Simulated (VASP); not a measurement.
# Ge in VASP: further runs

Runs on Ge. Level: PBE. Tasks: single point.

Everything below comes from runs of VASP 6.6.1. Logs are shortened: lines on timing, memory, paths and dates and some standing lists are left out, and cuts for length are marked.

**1. The cell of the first run**

The cell holds a slab with vacuum, 2 atoms: a = 3.921 Å, b = 3.921 Å, c = 28.000 Å, α = 90.00°, β = 90.00°, γ = 120.00°.

**2. Single point, PBE**

Contents of INCAR:

```
SYSTEM = Ge
ALGO = Normal
DIPOL = 0.5 0.5 0.500
EDIFF = 1E-6
ENCUT = 520
GGA = PE
IDIPOL = 3
ISIF = 2
ISMEAR = 0
LASPH = .TRUE.
LCHARG = .FALSE.
LDIPOL = .TRUE.
LREAL = .FALSE.
LWAVE = .FALSE.
NBANDS = 21
NELM = 80
PREC = Accurate
SIGMA = 0.1
```

Contents of KPOINTS:

```
k-points
0
G
  12 12 1
  0 0 0
```

Contents of POSCAR:

```
Ge
1.0
    3.9210000000      0.0000000000      0.0000000000
   -1.9605000000      3.3956856082      0.0000000000
    0.0000000000      0.0000000000     28.0000000000
Ge
2
Direct
    0.3333333333      0.6666666667      0.5155714286
    0.6666666667      0.3333333333      0.4844285714
```

Potentials or basis: VASP PAW PBE potentials, release 64 (Ge_d).

On the command line:

```console
$ cat potpaw_PBE.64/Ge_d/POTCAR > POTCAR
$ mpirun -np 1 vasp_std > vasp.out
```

OUTCAR:

```text
SYSTEM = Ge
   EDIFF = 1E-6
   ENCUT = 520
   GGA = PE
   ISIF = 2
   ISMEAR = 0
   LASPH = .TRUE.
   LREAL = .FALSE.
   NELM = 80
   PREC = Accurate

 ion  position               nearest neighbor table
   1  0.333  0.667  0.516-   2 2.43   2 2.43   2 2.43
   2  0.667  0.333  0.484-   1 2.43   1 2.43   1 2.43

  LATTYP: Found a hexagonal cell.
 ALAT       =     3.9210000000
 C/A-ratio  =     7.1410354501

  Lattice vectors:

 A1 = (   3.9210000000,   0.0000000000,   0.0000000000)
 A2 = (  -1.9605000000,   3.3956856082,   0.0000000000)
 A3 = (   0.0000000000,   0.0000000000,  28.0000000000)

Analysis of symmetry for initial positions (statically):
=====================================================================
 Subroutine PRICEL returns:
 Original cell was already a primitive cell.

 Routine SETGRP: Setting up the symmetry group for a
 hexagonal supercell.

 Subroutine GETGRP returns: Found 12 space group operations
 (whereof 12 operations were pure point group operations)
 out of a pool of 24 trial point group operations.

The static configuration has the point symmetry D_3d.

Analysis of symmetry for dynamics (positions and initial velocities):
=====================================================================
 Subroutine PRICEL returns:
 Original cell was already a primitive cell.

 Routine SETGRP: Setting up the symmetry group for a
 hexagonal supercell.

 Subroutine GETGRP returns: Found 12 space group operations
 (whereof 12 operations were pure point group operations)
 out of a pool of 24 trial point group operations.

The dynamic configuration has the point symmetry D_3d.

 Subroutine INISYM returns: Found 12 space group operations
 (whereof 12 operations are pure point group operations),
 and found     1 'primitive' translations

----------------------------------------------------------------------------------------

                                     Primitive cell

  volume of cell :     372.8055

  direct lattice vectors                    reciprocal lattice vectors
     3.921000000  0.000000000  0.000000000     0.255036980  0.147245669  0.000000000
    -1.960500000  3.395685608  0.000000000     0.000000000  0.294491339  0.000000000
     0.000000000  0.000000000 28.000000000     0.000000000  0.000000000  0.035714286

  length of vectors
     3.921000000  3.921000000 28.000000000     0.294491339  0.294491339  0.035714286

  position of ions in fractional coordinates (direct lattice)
     0.333333333  0.666666667  0.515571429
     0.666666667  0.333333333  0.484428571

  ion indices of the primitive-cell ions
   primitive index   ion index
                 1           1
                 2           2

----------------------------------------------------------------------------------------

 KPOINTS: k-points

Automatic generation of k-mesh.
 Grid dimensions read from file:
 generate k-points for:   12   12    1

 Generating k-lattice:

  Cartesian coordinates                     Fractional coordinates (reciprocal lattice)
     0.021253082  0.012270472  0.000000000     0.083333333  0.000000000  0.000000000
     0.000000000  0.024540945  0.000000000     0.000000000  0.083333333  0.000000000
     0.000000000  0.000000000  0.035714286     0.000000000  0.000000000  1.000000000

  Length of vectors
     0.024540945  0.024540945  0.035714286

  Shift w.r.t. Gamma in fractional coordinates (k-lattice)
     0.000000000  0.000000000  0.000000000

 Subroutine IBZKPT returns following result:
 ===========================================

 Found     19 irreducible k-points:

 Following reciprocal coordinates:
            Coordinates               Weight
  0.000000  0.000000  0.000000      1.000000
  0.083333 -0.000000  0.000000      6.000000
  0.166667 -0.000000  0.000000      6.000000
  0.250000 -0.000000  0.000000      6.000000
  0.333333 -0.000000  0.000000      6.000000
  0.416667 -0.000000  0.000000      6.000000
[... 11 lines left out ...]
  0.333333  0.250000  0.000000     12.000000
  0.333333  0.333333  0.000000      2.000000
   k-points           NKPTS =     19   k-points in BZ     NKDIM =     19   number of bands    NBANDS=     21
   number of dos      NEDOS =    301   number of ions     NIONS =      2
   total plane-waves  NPLWV = 189000
   dimension x,y,z NGX =    30 NGY =   30 NGZ =  210
   dimension x,y,z NGXF=    60 NGYF=   60 NGZF=  420
   ions per type =               2
   NGX,Y,Z   is equivalent  to a cutoff of  12.72, 12.72, 12.47 a.u.
   NGXF,Y,Z  is equivalent  to a cutoff of  25.44, 25.44, 24.94 a.u.
 SYSTEM =  Ge
   PREC   = accura    normal or accurate (medium, high low for compatibility)
   ISTART =      0    job   : 0-new  1-cont  2-samecut
   ICHARG =      2    charge: 1-file 2-atom 10-const
   ISPIN  =      1    spin polarized calculation?
   LNONCOLLINEAR =      F non collinear calculations
   LSORBIT =      F    spin-orbit coupling
   LASPH  =      T    aspherical Exc in radial PAW
   ENCUT  =  520.0 eV  38.22 Ry    6.18 a.u.   7.29  7.29 52.06*2*pi/ulx,y,z
   NELM   =     80;   NELMIN=  2; NELMDL= -5     # of ELM steps
   EDIFF  = 0.1E-05   stopping-criterion for ELM
   LREAL  =      F    real-space projection
   EDIFFG = 0.1E-04   stopping-criterion for IOM
   NSW    =      0    number of steps for IOM
   IBRION =     -1    ionic relax: 0-MD 1-quasi-New 2-CG
   NFREE  =      0    steps in history (QN), initial steepest desc. (CG)
   ISIF   =      2    stress and relaxation
   ISYM   =      2    0-nonsym 1-usesym 2-fastsym
   POTIM  = 0.5000    time-step for ionic-motion
   TEBEG  =    0.0;   TEEND  =   0.0 temperature during run
   PSTRESS=    0.0 pullay stress
   NELECT =      28.0000    total number of electrons
   NUPDOWN=      -1.0000    fix difference up-down
   EMIN   =  10.00;   EMAX   =-10.00  energy-range for DOS
   EFERMI =   0.00;   METHOD = LEGACY
   ISMEAR =     0;   SIGMA  =   0.10  broadening in eV -4-tet -1-fermi 0-gaus
   EFERMI_NEDOS =   21; number of points for ismear=-14 and -15
   IALGO  =     38    algorithm
   IMIX   =      4    mixing-type and parameters
     AMIX     =   0.40;   BMIX     =  1.00
     AMIX_MAG =   1.60;   BMIX_MAG =  1.00
  volume/ion in A,a.u.               =     186.40      1257.91
  Fermi-wavevector in a.u.,A,eV,Ry     =   0.690717  1.305266  6.491201  0.477090
  Thomas-Fermi vector in A             =   1.772164
   LORBIT       =      0    0 simple, 1 ext, 2 COOP (PROOUT), +10 PAW based schemes
   GGA     = PE    functional components
   LHFCALC =     F    Hartree Fock is set to
   AEXX    =    0.0000 exact exchange contribution
   IVDW    =     0    specifies the selected vdW correction
   LEPSILON=     F    determine dielectric tensor
   LRPA    =     F    only Hartree local field effects (RPA)
 non-spin polarized calculation
 Gauss-broadening in eV      SIGMA  =   0.10
  energy-cutoff  :      520.00
  volume of cell :      372.81
 maximum number of plane-waves:     10099
 NGX is ok and might be reduce to    30
   NGX = 15   NGY = 15   NGZ =105

 number of electron      28.0000018 magnetization

 dipolmoment           0.000000      0.000000     -0.000000 electrons x Angstroem

 Free energy of the ion-electron system (eV)
  ---------------------------------------------------
  ext. energy  EPLUGINS =         0.00000000
  ---------------------------------------------------
  free energy    TOTEN  =        -7.98374928 eV

  energy without entropy =       -7.98255963  energy(sigma->0) =       -7.98315445

 E-fermi :  -3.1748     XC(G=0):  -1.7104

 val. band max:       -3.2865541005   @ k =   0.0833  -0.0000   0.0000
 cond. band min:      -3.1069264423   @ k =   0.0000   0.0000   0.0000
 fundamental gap:      0.1796276582
 Fermi energy:        -3.1747677743

 k-point     1 :       0.0000    0.0000    0.0000
  band No.  band energies     occupation
      1     -27.5967      2.00000
      2     -27.5967      2.00000
      3     -27.5182      2.00000
      4     -27.5182      2.00000
      5     -27.4954      2.00000
      6     -27.4880      2.00000
[... 13 lines left out ...]
     20       1.0410      0.00000
     21       1.4475      0.00000

 k-point     2 :       0.0833   -0.0000    0.0000
  band No.  band energies     occupation
      1     -27.5980      2.00000
      2     -27.5972      2.00000
      3     -27.5217      2.00000
      4     -27.5149      2.00000
      5     -27.4906      2.00000
      6     -27.4835      2.00000
[... 13 lines left out ...]
     20       1.3345      0.00000
     21       1.5005      0.00000

 k-point     3 :       0.1667   -0.0000    0.0000
  band No.  band energies     occupation
      1     -27.5998      2.00000
      2     -27.5978      2.00000
      3     -27.5298      2.00000
      4     -27.5062      2.00000
      5     -27.4820      2.00000
      6     -27.4692      2.00000
[... 13 lines left out ...]
     20       1.8247      0.00000
     21       1.9107      0.00000

 k-point     4 :       0.2500   -0.0000    0.0000
  band No.  band energies     occupation
      1     -27.5990      2.00000
      2     -27.5980      2.00000
      3     -27.5393      2.00000
      4     -27.4944      2.00000
      5     -27.4773      2.00000
      6     -27.4462      2.00000
[... 13 lines left out ...]
     20       2.3352      0.00000
     21       2.4748      0.00000

 k-point     5 :       0.3333   -0.0000    0.0000
  band No.  band energies     occupation
      1     -27.5973      2.00000
      2     -27.5944      2.00000
      3     -27.5491      2.00000
      4     -27.4819      2.00000
      5     -27.4764      2.00000
      6     -27.4215      2.00000
[... 13 lines left out ...]
     20       2.9364      0.00000
     21       3.0366      0.00000
[... 262 lines left out ...]
     20       4.2739      0.00000
     21       4.4221      0.00000

 k-point    17 :       0.2500    0.2500    0.0000
  band No.  band energies     occupation
      1     -27.6032      2.00000
      2     -27.5867      2.00000
      3     -27.5606      2.00000
      4     -27.4704      2.00000
      5     -27.4430      2.00000
      6     -27.4096      2.00000
[... 13 lines left out ...]
     20       3.2954      0.00000
     21       3.5451      0.00000

 k-point    18 :       0.3333    0.2500    0.0000
  band No.  band energies     occupation
      1     -27.6036      2.00000
      2     -27.5811      2.00000
      3     -27.5695      2.00000
      4     -27.4584      2.00000
      5     -27.4396      2.00000
      6     -27.4018      2.00000
[... 13 lines left out ...]
     20       4.1911      0.00000
     21       4.4109      0.00000

 k-point    19 :       0.3333    0.3333    0.0000
  band No.  band energies     occupation
      1     -27.6044      2.00000
      2     -27.5760      2.00000
      3     -27.5760      2.00000
      4     -27.4533      2.00000
      5     -27.4336      2.00000
      6     -27.3963      2.00000
[... 13 lines left out ...]
     20       4.2507      0.00000
     21       4.2507      0.00000

------------------------ aborting loop because EDIFF is reached ----------------------------------------

 vacuum level on the upper side and lower side of the slab       (xc-potential included)        -0.007        -0.007

  FORCE on cell =-STRESS in cart. coord.  units (eV):
  Direction    XX          YY          ZZ          XY          YZ          ZX
  --------------------------------------------------------------------------------------
  -------------------------------------------------------------------------------------
  Total        1.1772630      1.1772630     -0.5193238      0.0000000      0.0000000      0.0000000
  in kB        5.0594315      5.0594315     -2.2318573      0.0000000      0.0000000      0.0000000
  external PRESSURE =       2.6290019 kB  Pullay stress =       0.0000000 kB

 VOLUME and BASIS-vectors are now :
 -----------------------------------------------------------------------------
  energy-cutoff  :      520.00
  volume of cell :      372.81
      direct lattice vectors                 reciprocal lattice vectors
     3.921000000  0.000000000  0.000000000     0.255036980  0.147245669  0.000000000
    -1.960500000  3.395685608  0.000000000     0.000000000  0.294491339  0.000000000
     0.000000000  0.000000000 28.000000000     0.000000000  0.000000000  0.035714286

 POSITION                                       TOTAL-FORCE (eV/Angst)
 -----------------------------------------------------------------------------------
     -0.00000      2.26379     14.43600        -0.000000     -0.000000     -0.588944
      1.96050      1.13190     13.56400         0.000000      0.000000      0.588944
 -----------------------------------------------------------------------------------
    total drift:                                0.000000      0.000000      0.000000

  FREE ENERGIE OF THE ION-ELECTRON SYSTEM (eV)
  ---------------------------------------------------
  free  energy   TOTEN  =        -7.9837492764 eV

  energy  without entropy=       -7.9825596305  energy(sigma->0) =       -7.98315445

 vacuum level on the upper side and lower side of the slab         1.068         1.068
```

Run time: 1.9 min. Hardware: 1 thread of AMD EPYC 9R45 (Zen 5), shared host; peak memory 0.44 GiB.

Results:

| Item | Value |
| --- | --- |
| Free energy | -7.9837 eV |
| Largest force | 0.589 eV/Å |
| Band gap on the k mesh | zero (bands 14 and 15 overlap by 0.32 eV) |

Forces in eV/Å, atoms in the order of the input:
```
Ge   0.000  0.000 -0.589
Ge   0.000  0.000  0.589
```

**3. Single point, PBE**

Contents of INCAR:

```
SYSTEM = Ge
  PREC = Accurate
  ENCUT = 520
  EDIFF = 1E-7
  ISMEAR = 0
  SIGMA = 0.1
  LREAL = .FALSE.
  LASPH = .TRUE.
  NELM = 60
  ALGO = Normal
  ISIF = 2
  LWAVE = .FALSE.
  LCHARG = .TRUE.
  LDIPOL = .TRUE.
  IDIPOL = 3
  DIPOL = 0.5 0.5 0.500
  GGA = PE
  LELF = .TRUE.
  LVHAR = .TRUE.
  LVACPOTAV = .TRUE.
  NBANDS = 21
```

Contents of KPOINTS:

```
Automatic mesh
0
G
  12 12 1
  0 0 0
```

Contents of POSCAR:

```
Ge
1.0
    3.9210000000      0.0000000000      0.0000000000
   -1.9605000000      3.3956856082      0.0000000000
    0.0000000000      0.0000000000     28.0000000000
Ge
2
Direct
    0.3333333333      0.6666666667      0.5025892857
    0.6666666667      0.3333333333      0.4974107143
```

Potentials or basis: VASP PAW PBE potentials, release 64 (Ge_d).

On the command line:

```console
$ cat potpaw_PBE.64/Ge_d/POTCAR > POTCAR
$ mpirun -np 1 vasp_std > vasp.out
```

Run time: 2.1 min. Hardware: 1 thread of AMD EPYC 9R45 (Zen 5), shared host; peak memory 0.44 GiB.

It converged, with:

* Free energy: -7.7012 eV
* Largest force: 0.406 eV/Å
* Band gap on the k mesh: zero (bands 14 and 15 overlap by 0.15 eV)
* Work function of the upper face: 4.37 eV
* Work function of the lower face: 4.37 eV

Forces on the atoms (eV/Å):
```
Ge   0.000  0.000  0.406
Ge   0.000  0.000 -0.406
```

Levels at points of the mesh, in eV from the Fermi level:
| k point | band 10 | band 11 | band 12 | band 13 | band 14 | band 15 | band 16 | band 17 | band 18 | band 19 |
| --- | --- | --- | --- | --- | --- | --- | --- | --- | --- | --- |
| (0.00, 0.00, 0.00) | -24.88 | -12.61 | -3.32 | -1.50 | -1.50 | -0.10 | 2.99 | 3.47 | 3.47 | 4.11 |
| (0.50, 0.00, 0.00) | -24.78 | -10.37 | -8.48 | -3.22 | -1.05 | 0.72 | 0.88 | 5.99 | 6.38 | 6.93 |

**4. Single point, PBE**

Contents of INCAR:

```
SYSTEM = Ge
PREC     = Accurate       ! precision mode
ENCUT    = 520            ! plane-wave cutoff, eV
EDIFF    = 1E-6           ! SCF threshold, eV
ISMEAR   = 0              ! smearing method
SIGMA    = 0.1            ! smearing width, eV
LREAL    = .FALSE.        ! projectors in reciprocal space
LASPH    = .TRUE.         ! aspherical terms in the spheres
NELM     = 80             ! most SCF steps
ALGO     = Normal         ! electronic algorithm
ISIF     = 2              ! what is computed and relaxed
LWAVE    = .FALSE.        ! write WAVECAR
LCHARG   = .TRUE.         ! write CHGCAR
LDIPOL   = .TRUE.       
IDIPOL   = 3            
DIPOL    = 0.5 0.5 0.500
GGA      = PE             ! functional
LELF     = .TRUE.         ! ELF
LVHAR    = .TRUE.       
LVACPOTAV= .TRUE.       
NBANDS   = 21             ! bands
```

KPOINTS is that of step 3.

Contents of POSCAR:

```
Ge
1.0
    3.9210000000      0.0000000000      0.0000000000
   -1.9605000000      3.3956856082      0.0000000000
    0.0000000000      0.0000000000     28.0000000000
Ge
2
Direct
    0.3333333333      0.6666666667      0.5077857143
    0.6666666667      0.3333333333      0.4922142857
```

On the command line:

```console
$ cat potpaw_PBE.64/Ge_d/POTCAR > POTCAR
$ mpirun -np 1 vasp_std > vasp.out
```

Run time: 2.1 min. Hardware: 1 thread of AMD EPYC 9R45 (Zen 5), shared host; peak memory 0.43 GiB.

Results (log left out):

| Quantity | Value |
| --- | --- |
| Free energy | -7.8903 eV |
| Largest force | 0.743 eV/Å |
| Band gap on the k mesh | zero (filled and empty bands touch) |

Forces on the atoms (eV/Å):
```
Ge   0.000  0.000  0.743
Ge   0.000  0.000 -0.743
```

Levels at points of the mesh, in eV from the Fermi level:
| k point | band 11 | band 12 | band 13 | band 14 | band 15 | band 16 | band 17 | band 18 |
| --- | --- | --- | --- | --- | --- | --- | --- | --- |
| (0.00, 0.00, 0.00) | -12.25 | -3.44 | -1.05 | -1.05 | 0.37 | 2.66 | 3.72 | 3.72 |
| (0.50, 0.00, 0.00) | -10.01 | -8.12 | -2.76 | -1.16 | 0.78 | 1.17 | 5.79 | 6.39 |

**5. Summary**

```csv
cell,gap on the mesh (eV),largest force (eV/Å)
"as given, atomic positions A",none,0.59
"as given, atomic positions B",none,0.41
"as given, atomic positions C",none,0.74
```

Alike in all rows: task single point; level PBE; potentials or basis VASP PAW PBE potentials, release 64 (Ge_d); no spin polarisation; k mesh 12 × 12 × 1; cutoff (eV) 520; smearing gaussian 0.1 eV.

Total energies depend on the potentials used, so only differences within one code and one set of settings carry meaning.
